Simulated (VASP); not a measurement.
# Al27As26 (a cell with a defect) in VASP: notebook, part 2 of 2

VASP 6.6.1. Earlier steps stand in the parts before.

## Step 3: Electric field gradients, PBE

INCAR reads:

```
  ALGO = Normal
  EDIFF = 1E-8
  ENCUT = 520
  GGA = PE
  ISIF = 2
  ISMEAR = -1
  LASPH = T
  LCHARG = F
  LEFG = T
  LREAL = Auto
  LWAVE = F
  NBANDS = 138
  NELECT = 208.0
  NELM = 100
  PREC = Accurate
  SIGMA = 0.1
```

KPOINTS reads:

```
k-points
0
Gamma
  2 2 2
```

POSCAR reads:

```
Al27As26
1.0
    0.0000000000      8.4912000000      8.4912000000
    8.4912000000      0.0000000000      8.4912000000
    8.4912000000      8.4912000000      0.0000000000
Al As
27 26
Direct
    0.0000000000      0.0000000000      0.0000000000
    0.0000000000      0.0000000000      0.3333333333
    0.0000000000      0.0000000000      0.6666666667
    0.0000000000      0.3333333333      0.0000000000
    0.0000000000      0.3333333333      0.3333333333
    0.0000000000      0.3333333333      0.6666666667
    0.0000000000      0.6666666667      0.0000000000
    0.0000000000      0.6666666667      0.3333333333
    0.0000000000      0.6666666667      0.6666666667
    0.3333333333      0.0000000000      0.0000000000
    0.3333333333      0.0000000000      0.3333333333
    0.3333333333      0.0000000000      0.6666666667
    0.3333333333      0.3333333333      0.0000000000
    0.3333333333      0.3333333333      0.3333333333
    0.3333333333      0.3333333333      0.6666666667
    0.3333333333      0.6666666667      0.0000000000
    0.3333333333      0.6666666667      0.3333333333
    0.3333333333      0.6666666667      0.6666666667
    0.6666666667      0.0000000000      0.0000000000
    0.6666666667      0.0000000000      0.3333333333
    0.6666666667      0.0000000000      0.6666666667
    0.6666666667      0.3333333333      0.0000000000
    0.6666666667      0.3333333333      0.3333333333
    0.6666666667      0.3333333333      0.6666666667
    0.6666666667      0.6666666667      0.0000000000
    0.6666666667      0.6666666667      0.3333333333
    0.6666666667      0.6666666667      0.6666666667
    0.0833333333      0.0833333333      0.4166666667
    0.0833333333      0.0833333333      0.7500000000
    0.0833333333      0.4166666667      0.0833333333
    0.0833333333      0.4166666667      0.4166666667
    0.0833333333      0.4166666667      0.7500000000
    0.0833333333      0.7500000000      0.0833333333
    0.0833333333      0.7500000000      0.4166666667
    0.0833333333      0.7500000000      0.7500000000
    0.4166666667      0.0833333333      0.0833333333
    0.4166666667      0.0833333333      0.4166666667
    0.4166666667      0.0833333333      0.7500000000
    0.4166666667      0.4166666667      0.0833333333
    0.4166666667      0.4166666667      0.4166666667
    0.4166666667      0.4166666667      0.7500000000
    0.4166666667      0.7500000000      0.0833333333
    0.4166666667      0.7500000000      0.4166666667
    0.4166666667      0.7500000000      0.7500000000
    0.7500000000      0.0833333333      0.0833333333
    0.7500000000      0.0833333333      0.4166666667
    0.7500000000      0.0833333333      0.7500000000
    0.7500000000      0.4166666667      0.0833333333
    0.7500000000      0.4166666667      0.4166666667
    0.7500000000      0.4166666667      0.7500000000
    0.7500000000      0.7500000000      0.0833333333
    0.7500000000      0.7500000000      0.4166666667
    0.7500000000      0.7500000000      0.7500000000
```

Potentials or basis: VASP PAW PBE potentials, release 64 (Al, As).

Started as:

```
$ cat potpaw_PBE.64/Al/POTCAR potpaw_PBE.64/As/POTCAR > POTCAR
$ mpirun -np 1 vasp_std > vasp.out
```

OUTCAR:

```text
EDIFF = 1E-8
   ENCUT = 520
   GGA = PE
   ISIF = 2
   ISMEAR = -1
   LASPH = T
   LREAL = Auto
   NELECT = 208.0
   NELM = 100
   PREC = Accurate

 ion  position               nearest neighbor table
   1  0.000  0.000  0.000-  33 2.45  45 2.45  29 2.45
   2  0.000  0.000  0.333-  34 2.45  46 2.45  28 2.45
   3  0.000  0.000  0.667-  29 2.45  35 2.45  47 2.45  28 2.45
   4  0.000  0.333  0.000-  30 2.45  32 2.45  48 2.45
   5  0.000  0.333  0.333-  28 2.45  30 2.45  49 2.45  31 2.45
   6  0.000  0.333  0.667-  29 2.45  31 2.45  32 2.45  50 2.45
   7  0.000  0.667  0.000-  33 2.45  30 2.45  51 2.45  35 2.45
   8  0.000  0.667  0.333-  31 2.45  52 2.45  34 2.45  33 2.45
   9  0.000  0.667  0.667-  35 2.45  32 2.45  53 2.45  34 2.45
  10  0.333  0.000  0.000-  36 2.45  38 2.45  42 2.45
  11  0.333  0.000  0.333-  28 2.45  36 2.45  43 2.45  37 2.45
  12  0.333  0.000  0.667-  29 2.45  37 2.45  38 2.45  44 2.45
  13  0.333  0.333  0.000-  41 2.45  36 2.45  30 2.45  39 2.45
  14  0.333  0.333  0.333-  39 2.45  37 2.45  31 2.45  40 2.45
  15  0.333  0.333  0.667-  40 2.45  38 2.45  32 2.45  41 2.45
  16  0.333  0.667  0.000-  33 2.45  42 2.45  44 2.45  39 2.45
[... 35 lines left out ...]
  52  0.750  0.750  0.417-   8 2.45  20 2.45  26 2.45  27 2.45
  53  0.750  0.750  0.750-  27 2.45  21 2.45   9 2.45  25 2.45

  LATTYP: Found a face centered cubic cell.
 ALAT       =    16.9824000000

  Lattice vectors:

 A1 = (   0.0000000000,   8.4912000000,   8.4912000000)
 A2 = (   8.4912000000,   0.0000000000,   8.4912000000)
 A3 = (   8.4912000000,   8.4912000000,   0.0000000000)

Analysis of symmetry for initial positions (statically):
=====================================================================
 Subroutine PRICEL returns:
 Original cell was already a primitive cell.

 Routine SETGRP: Setting up the symmetry group for a
 face centered cubic supercell.

[... 627 lines left out ...]
      direct lattice vectors                 reciprocal lattice vectors
     0.000000000  8.491200000  8.491200000    -0.058884492  0.058884492  0.058884492
     8.491200000  0.000000000  8.491200000     0.058884492 -0.058884492  0.058884492
     8.491200000  8.491200000  0.000000000     0.058884492  0.058884492 -0.058884492

 POSITION                                       TOTAL-FORCE (eV/Angst)
 -----------------------------------------------------------------------------------
      0.00000      0.00000      0.00000        -0.098606     -0.098606     -0.098606
      2.83040      2.83040      0.00000         0.098606      0.098606     -0.098606
      5.66080      5.66080      0.00000        -0.000000      0.000000     -0.330817
      2.83040      0.00000      2.83040         0.098606     -0.098606      0.098606
      5.66080      2.83040      2.83040         0.093043      0.004504      0.004504
      8.49120      5.66080      2.83040        -0.004504     -0.093043      0.004504
[... 45 lines left out ...]
      9.90640      9.90640     12.73680        -0.000000      0.000000      0.007734
     12.73680     12.73680     12.73680        -0.011793     -0.011793     -0.011793
 -----------------------------------------------------------------------------------
    total drift:                               -0.000005     -0.000005     -0.000005

  FREE ENERGIE OF THE ION-ELECTRON SYSTEM (eV)
  ---------------------------------------------------
  free  energy   TOTEN  =      -256.3741812780 eV

  energy  without entropy=     -255.9645312334  energy(sigma->0) =     -256.16935626

 Electric field gradients (V/A^2)
---------------------------------------------------------------------
 ion       V_xx      V_yy      V_zz      V_xy      V_xz      V_yz
---------------------------------------------------------------------
   1      -0.000    -0.000    -0.000    23.280    23.280    23.280
   2      -0.000    -0.000     0.000    23.280   -23.280   -23.280
   3       0.057     0.057    -0.114     3.318     0.000     0.000
   4      -0.000     0.000    -0.000   -23.280    23.280   -23.280
   5       0.061    -0.030    -0.030    -0.096    -0.096    -0.626
   6      -0.030     0.061    -0.030    -0.096     0.626     0.096
[... 45 lines left out ...]
  52      -0.881    -0.881     1.762    -1.240     0.000     0.000
  53      -0.000     0.000     0.000    -0.296    -0.296    -0.296
---------------------------------------------------------------------

 Electric field gradients after diagonalization (V/A^2)
 (convention: |V_zz| > |V_xx| > |V_yy|)
----------------------------------------------------------------------
 ion       V_xx      V_yy      V_zz     asymmetry (V_yy - V_xx)/ V_zz
----------------------------------------------------------------------
   1     -23.280   -23.280    46.560       0.000
   2     -23.280   -23.280    46.560       0.000
   3      -3.262    -0.114     3.375       0.933
   4     -23.280   -23.280    46.560       0.000
   5       0.596     0.086    -0.681       0.749
   6       0.596     0.086    -0.681       0.749
[... 45 lines left out ...]
  52       1.762     0.359    -2.121       0.662
  53       0.296     0.296    -0.593       0.000
----------------------------------------------------------------------

           NMR quadrupolar parameters

 Cq : quadrupolar parameter    Cq=e*Q*V_zz/h
 eta: asymmetry parameters     (V_yy - V_xx)/ V_zz
 Q  : nuclear electric quadrupole moment in mb (millibarn)
----------------------------------------------------------------------
 ion       Cq(MHz)       eta       Q (mb)
----------------------------------------------------------------------
   1       0.113       0.000       1.000
   2       0.113       0.000       1.000
   3       0.008       0.933       1.000
   4       0.113       0.000       1.000
   5      -0.002       0.749       1.000
   6      -0.002       0.749       1.000
[... 45 lines left out ...]
  52      -0.005       0.662       1.000
  53      -0.001       0.000       1.000
----------------------------------------------------------------------
```

OSZICAR:

```text
N       E                     dE             d eps       ncg     rms          rms(c)
DAV:   1     0.711864498049E+03    0.71186E+03   -0.75741E+04   828   0.122E+03
DAV:   2    -0.177313858329E+03   -0.88918E+03   -0.84359E+03  1002   0.177E+02
DAV:   3    -0.261046244346E+03   -0.83732E+02   -0.82578E+02  1016   0.532E+01
[... 12 lines left out ...]
DAV:  16    -0.256374180892E+03   -0.22236E-06   -0.79747E-07   928   0.186E-03    0.147E-03
DAV:  17    -0.256374181210E+03   -0.31829E-06   -0.13227E-07   976   0.687E-04    0.798E-04
DAV:  18    -0.256374181453E+03   -0.24319E-06   -0.92052E-08   960   0.662E-04    0.620E-04
DAV:  19    -0.256374181283E+03    0.17035E-06   -0.21854E-08   608   0.324E-04    0.302E-04
DAV:  20    -0.256374181278E+03    0.49167E-08   -0.91854E-09   504   0.179E-04
   1 F= -.25637418E+03 E0= -.25616936E+03  d E =-.409650E+00
```

Run time: 53 min. Hardware: 1 thread of Oxide Virtual Turin-like, shared host; peak memory 1.4 GiB.

Results:

```yaml
Free_energy: -256.3742 eV
Largest_force: 0.331 eV/Å
Largest_electric_field_gradient_by_atom: Al +46.6, +3.4, -0.7, -0.0, -0.2 (each value once); As +50.1, -0.0, -0.6, -2.1 (each value once) V/Å²
```

Forces on the atoms (eV/Å):
```
Al  -0.099 -0.099 -0.099
Al   0.099  0.099 -0.099
Al   0.000  0.000 -0.331
Al   0.099 -0.099  0.099
Al   0.093  0.005  0.005
Al  -0.005 -0.093  0.005
Al   0.000 -0.331  0.000
Al  -0.005  0.005 -0.093
Al   0.331  0.000  0.000
Al  -0.099  0.099  0.099
Al   0.005  0.093  0.005
Al  -0.093 -0.005  0.005
Al   0.005  0.005  0.093
Al   0.000  0.000  0.000
Al  -0.005 -0.005  0.093
Al  -0.093  0.005 -0.005
Al  -0.005  0.093 -0.005
Al   0.004 -0.004 -0.004
Al  -0.331  0.000  0.000
Al   0.005 -0.005 -0.093
Al   0.000  0.331  0.000
Al   0.005 -0.093 -0.005
Al   0.093 -0.005 -0.005
Al  -0.004  0.004 -0.004
Al   0.000  0.000  0.331
Al  -0.004 -0.004  0.004
Al   0.004  0.004  0.004
As  -0.189 -0.189  0.191
As   0.189  0.189  0.191
As  -0.189  0.191 -0.189
As   0.002 -0.002 -0.002
As  -0.191  0.189 -0.189
As   0.189  0.191  0.189
As  -0.191 -0.189  0.189
As  -0.012  0.012  0.012
As   0.191 -0.189 -0.189
As  -0.002  0.002 -0.002
As   0.189 -0.191 -0.189
As  -0.002 -0.002  0.002
As   0.002  0.002  0.002
As   0.000  0.000 -0.008
As   0.189 -0.189 -0.191
As   0.000 -0.008  0.000
As   0.008  0.000  0.000
As   0.191  0.189  0.189
As  -0.189 -0.191  0.189
As   0.012 -0.012  0.012
As  -0.189  0.189 -0.191
As  -0.008  0.000  0.000
As   0.000  0.008  0.000
As   0.012  0.012 -0.012
As   0.000  0.000  0.008
As  -0.012 -0.012 -0.012
```

Electric field gradients, principal values (V/Å²):
| atom | least | middle | greatest (by size) |
| --- | --- | --- | --- |
| 1 Al | -23.280 | -23.280 | 46.560 |
| 2 Al | -23.280 | -23.280 | 46.560 |
| 3 Al | -0.114 | -3.262 | 3.375 |
| 4 Al | -23.280 | -23.280 | 46.560 |
| 5 Al | 0.086 | 0.596 | -0.681 |
| 6 Al | 0.086 | 0.596 | -0.681 |
| 7 Al | -0.114 | -3.262 | 3.375 |
| 8 Al | 0.086 | 0.596 | -0.681 |
| 9 Al | -0.114 | -3.262 | 3.375 |
| 10 Al | -23.280 | -23.280 | 46.560 |
| 11 Al | 0.086 | 0.596 | -0.681 |
| 12 Al | 0.086 | 0.596 | -0.681 |
| 13 Al | 0.086 | 0.596 | -0.681 |
| 14 Al | 0.000 | 0.000 | 0.000 |
| 15 Al | 0.086 | 0.596 | -0.681 |
| 16 Al | 0.086 | 0.596 | -0.681 |
| 17 Al | 0.086 | 0.596 | -0.681 |
| 18 Al | 0.116 | 0.116 | -0.232 |
| 19 Al | -0.114 | -3.262 | 3.375 |
| 20 Al | 0.086 | 0.596 | -0.681 |
| 21 Al | -0.114 | -3.262 | 3.375 |
| 22 Al | 0.086 | 0.596 | -0.681 |
| 23 Al | 0.086 | 0.596 | -0.681 |
| 24 Al | 0.116 | 0.116 | -0.232 |
| 25 Al | -0.114 | -3.262 | 3.375 |
| 26 Al | 0.116 | 0.116 | -0.232 |
| 27 Al | 0.116 | 0.116 | -0.232 |
| 28 As | -25.035 | -25.091 | 50.125 |
| 29 As | -25.035 | -25.091 | 50.125 |
| 30 As | -25.035 | -25.091 | 50.125 |
| 31 As | 0.010 | 0.010 | -0.020 |
| 32 As | -25.034 | -25.091 | 50.125 |
| 33 As | -25.035 | -25.091 | 50.125 |
| 34 As | -25.034 | -25.091 | 50.125 |
| 35 As | 0.296 | 0.297 | -0.593 |
| 36 As | -25.035 | -25.091 | 50.125 |
| 37 As | 0.010 | 0.010 | -0.020 |
| 38 As | -25.034 | -25.091 | 50.125 |
| 39 As | 0.010 | 0.010 | -0.020 |
| 40 As | 0.010 | 0.010 | -0.019 |
| 41 As | 0.359 | 1.762 | -2.121 |
| 42 As | -25.034 | -25.091 | 50.125 |
| 43 As | 0.359 | 1.762 | -2.121 |
| 44 As | 0.359 | 1.762 | -2.121 |
| 45 As | -25.035 | -25.091 | 50.125 |
| 46 As | -25.034 | -25.091 | 50.125 |
| 47 As | 0.296 | 0.297 | -0.593 |
| 48 As | -25.034 | -25.091 | 50.125 |
| 49 As | 0.359 | 1.762 | -2.121 |
| 50 As | 0.359 | 1.762 | -2.121 |
| 51 As | 0.296 | 0.297 | -0.593 |
| 52 As | 0.359 | 1.762 | -2.121 |
| 53 As | 0.296 | 0.296 | -0.593 |

Caveat: the cell carries a net charge on a neutralising background, which shifts energy and pressure; without QUAD_EFG the Cq values of the log hold for a quadrupole moment of 1 mb, not for the nuclei.
